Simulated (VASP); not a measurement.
# SnO (P1) in VASP: a series of runs

SnO is run at these levels: PBEsol; tasks: single point.

All numbers are computed with VASP 6.6.1; they aren't measurements. Logs are shortened: lines on timing, memory, paths and dates and some standing lists are left out, and cuts for length are marked.

## (1) The cell of the first run

The typed cell holds 4 atoms: a = 3.316 Å, b = 5.705 Å, c = 3.894 Å, α = 90.00°, β = 90.00°, γ = 90.00°.

## (2) Single point, PBEsol (atom 1 (Sn) moved -0.200 Å along Cartesian [1 -1 0])

Input file INCAR:

```
SYSTEM = SnO
PREC     = Accurate       ! precision mode
ENCUT    = 520            ! plane-wave cutoff, eV
EDIFF    = 1E-6           ! SCF threshold, eV
ISMEAR   = 0              ! smearing method
SIGMA    = 0.05           ! smearing width, eV
LREAL    = .False.        ! projectors in reciprocal space
LASPH    = .True.         ! aspherical terms in the spheres
NELM     = 60             ! most SCF steps
ALGO     = Normal         ! electronic algorithm
ISIF     = 2              ! what is computed and relaxed
LWAVE    = .False.        ! write WAVECAR
LCHARG   = .False.        ! write CHGCAR
GGA      = PS             ! functional
NBANDS   = 28             ! bands
```

Input file KPOINTS:

```
regular mesh
0
Gamma
  8 6 8
  0 0 0
```

Input file POSCAR:

```
SnO
1.0
    3.3156061815      0.0000000000      0.0000000000
    0.0000000000      5.7049851891      0.0000000000
    0.0000000000      0.0000000000      3.8941648049
Sn O
2 2
Direct
   -0.0426532430      0.2585783647      0.5261742991
    0.5000000000      0.7662107192      0.0261742991
    0.0000000000      0.8853564082      0.7238267009
    0.5000000000      0.1146435918      0.2238267009
```

Potentials or basis: VASP PAW PBE potentials, release 64 (Sn_d, O).

Run with:

```bash
cat potpaw_PBE.64/Sn_d/POTCAR potpaw_PBE.64/O/POTCAR > POTCAR
mpirun -np 1 vasp_std > vasp.out
```

OUTCAR:

```text
SYSTEM = SnO
   PREC = Accurate
   ENCUT = 520
   EDIFF = 1E-6
   ISMEAR = 0
   LREAL = .False.
   LASPH = .True.
   NELM = 60
   ISIF = 2
   GGA = PS

 ion  position               nearest neighbor table
   1  0.957  0.259  0.526-   4 2.09   3 2.27   4 2.30   2 3.74   2 3.74
   2  0.500  0.766  0.026-   4 2.13   3 2.14   3 2.14   1 3.74   1 3.74
   3  0.000  0.885  0.724-   2 2.14   2 2.14   1 2.27
   4  0.500  0.115  0.224-   1 2.09   2 2.13   1 2.30

  LATTYP: Found a simple orthorhombic cell.
 ALAT       =     3.3156061815
 B/A-ratio  =     1.1744955799
 C/A-ratio  =     1.7206462037

  Lattice vectors:

 A1 = (  -3.3156061815,   0.0000000000,   0.0000000000)
 A2 = (   0.0000000000,   0.0000000000,   3.8941648049)
 A3 = (   0.0000000000,   5.7049851891,   0.0000000000)

Analysis of symmetry for initial positions (statically):
=====================================================================
 Subroutine PRICEL returns:
 Original cell was already a primitive cell.

 Routine SETGRP: Setting up the symmetry group for a
 simple orthorhombic supercell.

 Subroutine GETGRP returns: Found  1 space group operations
 (whereof  1 operations were pure point group operations)
 out of a pool of  8 trial point group operations.

The static configuration has the point symmetry C_1 .

Analysis of symmetry for dynamics (positions and initial velocities):
=====================================================================
 Subroutine PRICEL returns:
 Original cell was already a primitive cell.

 Routine SETGRP: Setting up the symmetry group for a
 simple orthorhombic supercell.

 Subroutine GETGRP returns: Found  1 space group operations
 (whereof  1 operations were pure point group operations)
 out of a pool of  8 trial point group operations.

The dynamic configuration has the point symmetry C_1 .

 Subroutine INISYM returns: Found  1 space group operations
 (whereof  1 operations are pure point group operations),
 and found     1 'primitive' translations

----------------------------------------------------------------------------------------

                                     Primitive cell

  volume of cell :      73.6600

  direct lattice vectors                    reciprocal lattice vectors
     3.315606182  0.000000000  0.000000000     0.301603974  0.000000000  0.000000000
     0.000000000  5.704985189  0.000000000     0.000000000  0.175285293  0.000000000
     0.000000000  0.000000000  3.894164805     0.000000000  0.000000000  0.256794473

  length of vectors
     3.315606182  5.704985189  3.894164805     0.301603974  0.175285293  0.256794473

  position of ions in fractional coordinates (direct lattice)
     0.957346757  0.258578365  0.526174299
     0.500000000  0.766210719  0.026174299
     0.000000000  0.885356408  0.723826701
     0.500000000  0.114643592  0.223826701

  ion indices of the primitive-cell ions
   primitive index   ion index
                 1           1
                 2           2
                 3           3
                 4           4

----------------------------------------------------------------------------------------

 KPOINTS: regular mesh

Automatic generation of k-mesh.
 Grid dimensions read from file:
 generate k-points for:    8    6    8

 Generating k-lattice:

  Cartesian coordinates                     Fractional coordinates (reciprocal lattice)
     0.037700497  0.000000000  0.000000000     0.125000000  0.000000000  0.000000000
     0.000000000  0.029214215  0.000000000     0.000000000  0.166666667  0.000000000
     0.000000000  0.000000000  0.032099309     0.000000000  0.000000000  0.125000000

  Length of vectors
     0.037700497  0.029214215  0.032099309

  Shift w.r.t. Gamma in fractional coordinates (k-lattice)
     0.000000000  0.000000000  0.000000000

 Subroutine IBZKPT returns following result:
 ===========================================

 Found    196 irreducible k-points:

 Following reciprocal coordinates:
            Coordinates               Weight
  0.000000  0.000000  0.000000      1.000000
  0.125000  0.000000  0.000000      2.000000
  0.250000  0.000000  0.000000      2.000000
  0.375000  0.000000  0.000000      2.000000
  0.500000  0.000000  0.000000      1.000000
  0.000000  0.166667  0.000000      2.000000
[... 16 lines left out ...]
  0.125000  0.500000  0.000000      2.000000
  0.250000  0.500000  0.000000      2.000000
 [... further k-points ...]
   k-points           NKPTS =    196   k-points in BZ     NKDIM =    196   number of bands    NBANDS=     28
   number of dos      NEDOS =    301   number of ions     NIONS =      4
   total plane-waves  NPLWV =  35280
   dimension x,y,z NGX =    28 NGY =   42 NGZ =   30
   dimension x,y,z NGXF=    56 NGYF=   84 NGZF=   60
   ions per type =               2   2
   NGX,Y,Z   is equivalent  to a cutoff of  14.04, 12.24, 12.81 a.u.
   NGXF,Y,Z  is equivalent  to a cutoff of  28.08, 24.48, 25.61 a.u.
 SYSTEM =  SnO
   PREC   = accura    normal or accurate (medium, high low for compatibility)
   ISTART =      0    job   : 0-new  1-cont  2-samecut
   ICHARG =      2    charge: 1-file 2-atom 10-const
   ISPIN  =      1    spin polarized calculation?
   LNONCOLLINEAR =      F non collinear calculations
   LSORBIT =      F    spin-orbit coupling
   LASPH  =      T    aspherical Exc in radial PAW
   ENCUT  =  520.0 eV  38.22 Ry    6.18 a.u.   6.16 10.61  7.24*2*pi/ulx,y,z
   NELM   =     60;   NELMIN=  2; NELMDL= -5     # of ELM steps
   EDIFF  = 0.1E-05   stopping-criterion for ELM
   LREAL  =      F    real-space projection
   EDIFFG = 0.1E-04   stopping-criterion for IOM
   NSW    =      0    number of steps for IOM
   IBRION =     -1    ionic relax: 0-MD 1-quasi-New 2-CG
   NFREE  =      0    steps in history (QN), initial steepest desc. (CG)
   ISIF   =      2    stress and relaxation
   ISYM   =      2    0-nonsym 1-usesym 2-fastsym
   POTIM  = 0.5000    time-step for ionic-motion
   TEBEG  =    0.0;   TEEND  =   0.0 temperature during run
   PSTRESS=    0.0 pullay stress
   NELECT =      40.0000    total number of electrons
   NUPDOWN=      -1.0000    fix difference up-down
   EMIN   =  10.00;   EMAX   =-10.00  energy-range for DOS
   EFERMI =   0.00;   METHOD = LEGACY
   ISMEAR =     0;   SIGMA  =   0.05  broadening in eV -4-tet -1-fermi 0-gaus
   EFERMI_NEDOS =   21; number of points for ismear=-14 and -15
   IALGO  =     38    algorithm
   IMIX   =      4    mixing-type and parameters
     AMIX     =   0.40;   BMIX     =  1.00
     AMIX_MAG =   1.60;   BMIX_MAG =  1.00
  volume/ion in A,a.u.               =      18.42       124.27
  Fermi-wavevector in a.u.,A,eV,Ry     =   1.335624  2.523963 24.271319  1.783892
  Thomas-Fermi vector in A             =   2.464314
   LORBIT       =      0    0 simple, 1 ext, 2 COOP (PROOUT), +10 PAW based schemes
   GGA     = PS    functional components
   LHFCALC =     F    Hartree Fock is set to
   AEXX    =    0.0000 exact exchange contribution
   IVDW    =     0    specifies the selected vdW correction
   LEPSILON=     F    determine dielectric tensor
   LRPA    =     F    only Hartree local field effects (RPA)
 non-spin polarized calculation
 Gauss-broadening in eV      SIGMA  =   0.05
  energy-cutoff  :      520.00
  volume of cell :       73.66
 maximum number of plane-waves:      2004
 NGX is ok and might be reduce to    28
   NGX = 13   NGY = 21   NGZ = 15

 number of electron      40.0000012 magnetization

 Free energy of the ion-electron system (eV)
  ---------------------------------------------------
  ext. energy  EPLUGINS =         0.00000000
  ---------------------------------------------------
  free energy    TOTEN  =       -23.68994822 eV

  energy without entropy =      -23.68994822  energy(sigma->0) =      -23.68994822

 E-fermi :   5.8686     XC(G=0): -10.2845

 val. band max:        5.6165467661   @ k =   0.0000   0.0000   0.0000
 cond. band min:       6.6683460990   @ k =   0.3750   0.5000   0.0000
 fundamental gap:      1.0517993329
 Fermi energy:         5.8686317090

 k-point     1 :       0.0000    0.0000    0.0000
  band No.  band energies     occupation
      1     -15.5529      2.00000
      2     -15.3166      2.00000
      3     -15.2609      2.00000
      4     -15.1883      2.00000
      5     -15.1750      2.00000
      6     -15.1466      2.00000
[... 20 lines left out ...]
     27      14.7583      0.00000
     28      15.1146      0.00000

 k-point     2 :       0.1250    0.0000    0.0000
  band No.  band energies     occupation
      1     -15.5436      2.00000
      2     -15.3050      2.00000
      3     -15.2795      2.00000
      4     -15.1917      2.00000
      5     -15.1696      2.00000
      6     -15.1486      2.00000
[... 20 lines left out ...]
     27      14.6937      0.00000
     28      15.5229      0.00000

 k-point     3 :       0.2500    0.0000    0.0000
  band No.  band energies     occupation
      1     -15.5400      2.00000
      2     -15.3378      2.00000
      3     -15.2756      2.00000
      4     -15.2151      2.00000
      5     -15.1631      2.00000
      6     -15.1380      2.00000
[... 20 lines left out ...]
     27      14.3820      0.00000
     28      15.7797      0.00000

 k-point     4 :       0.3750    0.0000    0.0000
  band No.  band energies     occupation
      1     -15.5623      2.00000
      2     -15.3990      2.00000
      3     -15.2650      2.00000
      4     -15.2251      2.00000
      5     -15.1772      2.00000
      6     -15.1108      2.00000
[... 578 lines left out ...]
     27      15.3199      0.00000
     28      16.2129      0.00000

 k-point    23 :       0.1250    0.5000    0.0000
  band No.  band energies     occupation
      1     -15.5354      2.00000
      2     -15.3045      2.00000
      3     -15.2780      2.00000
      4     -15.1912      2.00000
      5     -15.1729      2.00000
      6     -15.1451      2.00000
[... 20 lines left out ...]
     27      14.6220      0.00000
     28      16.4371      0.00000

 k-point    24 :       0.2500    0.5000    0.0000
  band No.  band energies     occupation
      1     -15.5404      2.00000
      2     -15.3360      2.00000
      3     -15.2756      2.00000
      4     -15.2180      2.00000
      5     -15.1583      2.00000
      6     -15.1383      2.00000
[... 20 lines left out ...]
     27      14.9431      0.00000
     28      16.1085      0.00000

 [... further k-points ...]

------------------------ aborting loop because EDIFF is reached ----------------------------------------

  FORCE on cell =-STRESS in cart. coord.  units (eV):
  Direction    XX          YY          ZZ          XY          YZ          ZX
  --------------------------------------------------------------------------------------
  -------------------------------------------------------------------------------------
  Total       -1.0011012     -2.3080263     -1.0623513      0.6171957      0.2122278      0.5309233
  in kB      -21.7749307    -50.2018300    -23.1071805     13.4246098      4.6161614     11.5481014
  external PRESSURE =     -31.6946470 kB  Pullay stress =       0.0000000 kB

 VOLUME and BASIS-vectors are now :
 -----------------------------------------------------------------------------
  energy-cutoff  :      520.00
  volume of cell :       73.66
      direct lattice vectors                 reciprocal lattice vectors
     3.315606182  0.000000000  0.000000000     0.301603974  0.000000000  0.000000000
     0.000000000  5.704985189  0.000000000     0.000000000  0.175285293  0.000000000
     0.000000000  0.000000000  3.894164805     0.000000000  0.000000000  0.256794473

 POSITION                                       TOTAL-FORCE (eV/Angst)
 -----------------------------------------------------------------------------------
      3.17418      1.47519      2.04901         0.596995     -1.267143     -0.101549
      1.65780      4.37122      0.10193        -0.037252      0.437628     -0.071813
      0.00000      5.05095      2.81870        -0.093744      0.390329      0.004869
      1.65780      0.65404      0.87162        -0.465999      0.439186      0.168493
 -----------------------------------------------------------------------------------
    total drift:                                0.000329     -0.000136     -0.000699

  FREE ENERGIE OF THE ION-ELECTRON SYSTEM (eV)
  ---------------------------------------------------
  free  energy   TOTEN  =       -23.6899482217 eV

  energy  without entropy=      -23.6899482217  energy(sigma->0) =      -23.68994822
```

Wall time 6.6 min (1 thread of Oxide Virtual Turin-like, shared host); peak memory 0.39 GiB.

Results:

```yaml
Free_energy: -23.6899 eV
Pressure: -3.2 GPa
Largest_force: 1.404 eV/Å
Band_gap_on_the_k_mesh: 1.05 eV (least direct gap 1.70 eV)
```

Forces on the atoms (eV/Å):
```
Sn   0.597 -1.267 -0.102
Sn  -0.037  0.438 -0.072
O   -0.094  0.390  0.005
O   -0.466  0.439  0.168
```

Levels at points of the mesh, in eV from the valence-band top:
```tsv
k point	band 18	band 19	band 20	band 21	band 22	band 23
(0.00, 0.00, 0.00)	-2.45	-2.02	0.00	2.98	3.24	6.02
(0.50, 0.00, 0.00)	-2.50	-1.57	-1.24	2.27	2.65	5.33
(0.00, 0.50, 0.00)	-2.47	-1.67	-1.59	3.20	4.15	5.13
(0.50, 0.50, 0.00)	-2.48	-1.40	-1.09	1.68	2.02	5.97
(0.00, 0.00, 0.50)	-2.96	-1.62	-1.33	2.43	2.57	5.25
(0.50, 0.00, 0.50)	-3.27	-1.52	-1.19	1.64	1.81	4.45
(0.00, 0.50, 0.50)	-2.81	-1.86	-1.42	1.77	1.95	5.62
(0.50, 0.50, 0.50)	-3.59	-0.64	-0.41	1.96	2.14	3.87
```

Caveat: the cell differs from its parent crystal (atom 1 (Sn) moved -0.200 Å along Cartesian [1 -1 0]); the cell stands under tension; the PAW data sets were made with another functional, which shifts forces and pressure a little; spin-orbit coupling is left out, which moves the levels of the heavy elements. A k mesh can miss the band edges.

## (3) Single point, PBEsol (atom 1 (Sn) moved +0.200 Å along Cartesian [1 -1 0])

Input file INCAR:

```
PREC     = Accurate       # precision mode
ENCUT    = 520            # plane-wave cutoff, eV
EDIFF    = 1E-7           # SCF threshold, eV
ISMEAR   = 0              # smearing method
SIGMA    = 0.05           # smearing width, eV
LREAL    = False          # projectors in reciprocal space
LASPH    = True           # aspherical terms in the spheres
NELM     = 80             # most SCF steps
ALGO     = Normal         # electronic algorithm
ISIF     = 2              # what is computed and relaxed
LWAVE    = False          # write WAVECAR
LCHARG   = True           # write CHGCAR
GGA      = PS             # functional
LELF     = True           # ELF
LVHAR    = True         
NBANDS   = 28             # bands
```

Input file KPOINTS:

```
regular mesh
0
Gamma
  8 6 8
```

POSCAR: that of step 2 with these lines changed.

```diff
@@ -8,3 +8,3 @@
 Direct
-   -0.0426532430      0.2585783647      0.5261742991
+    0.0426532430      0.2090001969      0.5261742991
     0.5000000000      0.7662107192      0.0261742991
```

Potentials or basis: VASP PAW PBE potentials, release 64 (Sn_d, O).

Run with:

```bash
cat potpaw_PBE.64/Sn_d/POTCAR potpaw_PBE.64/O/POTCAR > POTCAR
mpirun -np 1 vasp_std > vasp.out
```

It took 7.3 min on 1 thread of Oxide Virtual Turin-like, shared host; peak memory 0.39 GiB.

It converged, with:

* Free energy: -23.5880 eV
* Pressure: 6.0 GPa
* Largest force: 2.826 eV/Å
* Band gap on the k mesh: 1.33 eV (least direct gap 1.84 eV)

Forces in eV/Å, atoms in the order of the input:
```
Sn  -1.188  2.518  0.481
Sn   0.071 -0.626  0.140
O    0.026 -1.138  0.214
O    1.091 -0.755 -0.835
```

Stress tensor (GPa, compression positive):
```
 4.99 -1.65 -2.91
-1.65  8.12 -0.91
-2.91 -0.91  4.80
```

Levels at points of the mesh, in eV from the valence-band top:
```tsv
k point	band 17	band 18	band 19	band 20	band 21	band 22	band 23	band 24
(0.00, 0.00, 0.00)	-4.17	-3.07	-2.54	0.00	3.09	3.30	6.11	6.53
(0.50, 0.00, 0.00)	-3.20	-3.08	-1.41	-0.88	2.23	2.63	5.69	6.28
(0.00, 0.50, 0.00)	-4.01	-3.08	-2.14	-1.53	3.23	4.60	4.83	5.65
(0.50, 0.50, 0.00)	-3.23	-3.09	-1.16	-0.72	1.81	2.18	6.20	6.70
(0.00, 0.00, 0.50)	-3.76	-3.58	-1.81	-1.36	2.32	2.58	5.24	5.68
(0.50, 0.00, 0.50)	-3.91	-3.74	-1.30	-0.82	2.37	2.53	4.44	4.84
(0.00, 0.50, 0.50)	-3.41	-3.31	-1.73	-1.18	1.76	2.08	5.69	6.33
(0.50, 0.50, 0.50)	-4.14	-3.95	-0.62	-0.21	2.45	2.65	4.29	4.57
```

Caveat: the cell differs from its parent crystal (atom 1 (Sn) moved +0.200 Å along Cartesian [1 -1 0]); the cell stands under pressure; the PAW data sets were made with another functional, which shifts forces and pressure a little; spin-orbit coupling is left out, which moves the levels of the heavy elements. A k mesh can miss the band edges.
